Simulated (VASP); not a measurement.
# BP (F-43m) in VASP: notebook

BP is run at these levels: PBEsol, PBE-based screened hybrid; tasks: relaxation of cell and atoms, single point.

All numbers are computed with VASP 6.6.1; they aren't measurements. Logs are shortened: lines on timing, memory, paths and dates and some standing lists are left out, and cuts for length are marked.

## (1) The cell of the first run

The structure is cubic, space group F-43m (No. 216). The conventional cell has a = 4.538 Å, b = 4.538 Å, c = 4.538 Å, α = 90.00°, β = 90.00°, γ = 90.00°. P (site symmetry -43m) has 4 B at 1.97 Å within 2.6 Å. B (site symmetry -43m) has 4 P at 1.97 Å within 2.6 Å.

## (2) Relaxation of cell and atoms, PBEsol, target pressure 5 GPa, at which the enthalpy is minimised

Input file INCAR:

```
SYSTEM = BP
PREC = Accurate
ENCUT = 600
EDIFF = 1E-6
ISMEAR = -1
SIGMA = 0.05
LREAL = .False.
LASPH = .True.
NELM = 100
ALGO = Normal
ISIF = 3
LWAVE = .False.
LCHARG = .False.
GGA = PS
IBRION = 2
NSW = 60
EDIFFG = -0.01
PSTRESS = 50.0
```

Input file KPOINTS:

```
Automatic mesh
0
Gamma
  10 10 10
  0 0 0
```

Input file POSCAR:

```
BP
1.0
    0.0000000000      2.2690000000      2.2690000000
    2.2690000000      0.0000000000      2.2690000000
    2.2690000000      2.2690000000      0.0000000000
P B
1 1
Direct
    0.7500000000      0.7500000000      0.7500000000
    0.0000000000      0.0000000000      0.0000000000
```

Potentials or basis: VASP PAW PBE potentials, release 64 (P, B).

Run with:

```console
$ cat potpaw_PBE.64/P/POTCAR potpaw_PBE.64/B/POTCAR > POTCAR
$ mpirun -np 1 vasp_std > vasp.out
```

OUTCAR:

```text
SYSTEM = BP
   PREC = Accurate
   ENCUT = 600
   EDIFF = 1E-6
   ISMEAR = -1
   LREAL = .False.
   LASPH = .True.
   NELM = 100
   ISIF = 3
   GGA = PS
   IBRION = 2
   NSW = 60
   EDIFFG = -0.01
   PSTRESS = 50.0

 ion  position               nearest neighbor table
   1  0.750  0.750  0.750-   2 1.97   2 1.97   2 1.97   2 1.97
   2  0.000  0.000  0.000-   1 1.97   1 1.97   1 1.97   1 1.97

  LATTYP: Found a face centered cubic cell.
 ALAT       =     4.5380000000

  Lattice vectors:

 A1 = (   0.0000000000,   2.2690000000,   2.2690000000)
 A2 = (   2.2690000000,   0.0000000000,   2.2690000000)
 A3 = (   2.2690000000,   2.2690000000,   0.0000000000)

Analysis of symmetry for initial positions (statically):
=====================================================================
 Subroutine PRICEL returns:
 Original cell was already a primitive cell.

 Routine SETGRP: Setting up the symmetry group for a
 face centered cubic supercell.

 Subroutine GETGRP returns: Found 24 space group operations
 (whereof 24 operations were pure point group operations)
 out of a pool of 48 trial point group operations.

The static configuration has the point symmetry T_d .

Analysis of symmetry for dynamics (positions and initial velocities):
=====================================================================
 Subroutine PRICEL returns:
 Original cell was already a primitive cell.

 Routine SETGRP: Setting up the symmetry group for a
 face centered cubic supercell.

 Subroutine GETGRP returns: Found 24 space group operations
 (whereof 24 operations were pure point group operations)
 out of a pool of 48 trial point group operations.

The dynamic configuration has the point symmetry T_d .

 Subroutine INISYM returns: Found 24 space group operations
 (whereof 24 operations are pure point group operations),
 and found     1 'primitive' translations

----------------------------------------------------------------------------------------

                                     Primitive cell

  volume of cell :      23.3633

  direct lattice vectors                    reciprocal lattice vectors
     0.000000000  2.269000000  2.269000000    -0.220361393  0.220361393  0.220361393
     2.269000000  0.000000000  2.269000000     0.220361393 -0.220361393  0.220361393
     2.269000000  2.269000000  0.000000000     0.220361393  0.220361393 -0.220361393

  length of vectors
     3.208850573  3.208850573  3.208850573     0.381677128  0.381677128  0.381677128

[... 93 lines left out ...]
   EMIN   =  10.00;   EMAX   =-10.00  energy-range for DOS
   EFERMI =   0.00;   METHOD = LEGACY
   ISMEAR =    -1;   SIGMA  =   0.05  broadening in eV -4-tet -1-fermi 0-gaus
   EFERMI_NEDOS =   21; number of points for ismear=-14 and -15
   IALGO  =     38    algorithm
   IMIX   =      4    mixing-type and parameters
     AMIX     =   0.40;   BMIX     =  1.00
     AMIX_MAG =   1.60;   BMIX_MAG =  1.00
  volume/ion in A,a.u.               =      11.68        78.83
  Fermi-wavevector in a.u.,A,eV,Ry     =   1.145320  2.164342 17.847562  1.311759
  Thomas-Fermi vector in A             =   2.282009
   LORBIT       =      0    0 simple, 1 ext, 2 COOP (PROOUT), +10 PAW based schemes
   GGA     = PS    functional components
   LHFCALC =     F    Hartree Fock is set to
   AEXX    =    0.0000 exact exchange contribution
   IVDW    =     0    specifies the selected vdW correction
   LEPSILON=     F    determine dielectric tensor
   LRPA    =     F    only Hartree local field effects (RPA)
 conjugate gradient relaxation of ions
 non-spin polarized calculation
  energy-cutoff  :      600.00
  volume of cell :       23.36
 maximum number of plane-waves:       794
 NGX is ok and might be reduce to    28
   NGX = 13   NGY = 13   NGZ = 13

--------------------------------------- Ionic step        1  -------------------------------------------

 number of electron       8.0000000 magnetization

 Free energy of the ion-electron system (eV)
  ---------------------------------------------------
  ext. energy  EPLUGINS =         0.00000000
  ---------------------------------------------------
  free energy    TOTEN  =       -13.67383585 eV

  energy without entropy =      -13.67383572  energy(sigma->0) =      -13.67383579

------------------------ aborting loop because EDIFF is reached ----------------------------------------

  FORCE on cell =-STRESS in cart. coord.  units (eV):
  Direction    XX          YY          ZZ          XY          YZ          ZX
  --------------------------------------------------------------------------------------
  -------------------------------------------------------------------------------------
  Total       -0.2701182     -0.2701182     -0.2701182     -0.0000000      0.0000000      0.0000000
  in kB      -18.5238356    -18.5238356    -18.5238356     -0.0000000      0.0000000      0.0000000
  external PRESSURE =     -68.5238356 kB  Pullay stress =      50.0000000 kB
[... 63 lines left out ...]
--------------------------------------- Ionic step        3  -------------------------------------------

 number of electron       8.0000001 magnetization

 Free energy of the ion-electron system (eV)
  ---------------------------------------------------
  ext. energy  EPLUGINS =         0.00000000
  ---------------------------------------------------
  free energy    TOTEN  =       -13.66573382 eV

  energy without entropy =      -13.66573359  energy(sigma->0) =      -13.66573371

 E-fermi :   8.3929     XC(G=0): -11.2109

 val. band max:        7.8726201811   @ k =   0.0000   0.0000   0.0000
 cond. band min:       8.9524805353   @ k =   0.4000   0.4000   0.0000
 fundamental gap:      1.0798603541
 Fermi energy:         8.3928682254

 k-point     1 :       0.0000    0.0000    0.0000
  band No.  band energies     occupation
      1      -7.9777      2.00000
      2       7.8726      1.99994
      3       7.8726      1.99994
      4       7.8726      1.99994
      5      11.2901      0.00000
      6      11.2901      0.00000
      7      11.2901      0.00000
      8      15.8134      0.00000
[... 243 lines left out ...]
 k-point    24 :       0.4000    0.3000    0.0000
  band No.  band energies     occupation
      1      -4.9236      2.00000
      2       1.6236      2.00000
      3       3.6369      2.00000
      4       4.2061      2.00000
      5       9.5553      0.00000
      6      11.3576      0.00000
      7      17.5781      0.00000
      8      17.6123      0.00000

 [... further k-points ...]

------------------------ aborting loop because EDIFF is reached ----------------------------------------

  FORCE on cell =-STRESS in cart. coord.  units (eV):
  Direction    XX          YY          ZZ          XY          YZ          ZX
  --------------------------------------------------------------------------------------
  -------------------------------------------------------------------------------------
  Total        0.6971755      0.6971755      0.6971755      0.0000000      0.0000000      0.0000000
  in kB       49.7132919     49.7132919     49.7132919      0.0000000      0.0000000      0.0000000
  external PRESSURE =      -0.2867081 kB  Pullay stress =      50.0000000 kB
[... 21 lines left out ...]
  energy  without entropy=      -13.6657335946  energy(sigma->0) =      -13.66573371

  enthalpy is  TOTEN    =       -12.9645374982 eV   P V=        0.7011963205

 reached required accuracy - stopping structural energy minimisation
```

CONTCAR:

```text
BP
   1.00000000000000
    -0.0000000000000000    2.2396667556401910    2.2396667556401910
     2.2396667556401910   -0.0000000000000000    2.2396667556401910
     2.2396667556401910    2.2396667556401910    0.0000000000000000
  P               B
     1     1
Direct
     0.7500000000000000    0.7500000000000000    0.7500000000000000
     0.0000000000000000    0.0000000000000000    0.0000000000000000

  0.00000000E+00  0.00000000E+00  0.00000000E+00
  0.00000000E+00  0.00000000E+00  0.00000000E+00
```

Wall time 25 s (1 thread of Intel Xeon Platinum 8259CL at 2.50GHz (Skylake/Cascade Lake), shared host); peak memory 0.15 GiB.

What came out:

```yaml
Free_energy: -13.6657 eV
Relaxed_volume: 11.23 Å³/atom
Relaxed_cell: a = 3.167 Å, b = 3.167 Å, c = 3.167 Å, α = 60.00°, β = 60.00°, γ = 60.00°
Space_group_after_relaxing_to_0.05_Å: F-43m (No. 216)
Energy_change_on_relaxing_the_enthalpy_is_what_falls: +4.1 meV/atom
Ionic_steps: 3
Pressure_after_relaxing: 5.0 GPa
Band_gap_on_the_k_mesh: 1.08 eV, indirect (least direct gap 3.42 eV)
```

The path:
| step | energy change (eV) | largest force (eV/Å) | pressure (GPa) | volume (Å³) |
| --- | --- | --- | --- | --- |
| 1 | 0.0000 | 0.0000 | -1.85 | 23.36 |
| 2 | 0.0472 | 0.0000 | 11.80 | 21.71 |
| 3 | 0.0081 | 0.0000 | 4.97 | 22.47 |

Final structure:
```
CELL_PARAMETERS angstrom
0.00000 2.23967 2.23967
2.23967 0.00000 2.23967
2.23967 2.23967 0.00000
ATOMIC_POSITIONS crystal
P 0.75000 0.75000 0.75000
B 0.00000 0.00000 0.00000
```

Levels at points of the mesh, in eV from the valence-band top:
```
           k point  band 1  band 2  band 3  band 4  band 5  band 6  band 7  band 8
(0.00, 0.00, 0.00)  -15.85    0.00    0.00    0.00    3.42    3.42    3.42    7.94
(0.50, 0.00, 0.00)  -12.35   -9.38   -1.81   -1.81    3.97    4.67    4.67   10.06
(0.50, 0.50, 0.00)  -10.77   -8.80   -4.29   -4.29    1.15    1.48   12.46   12.46
```

Caveat: the cell is relaxed towards a set pressure, so the enthalpy falls and the energy may rise; the PAW data sets were made with another functional, which shifts forces and pressure a little.

[end of part 1 of 3]
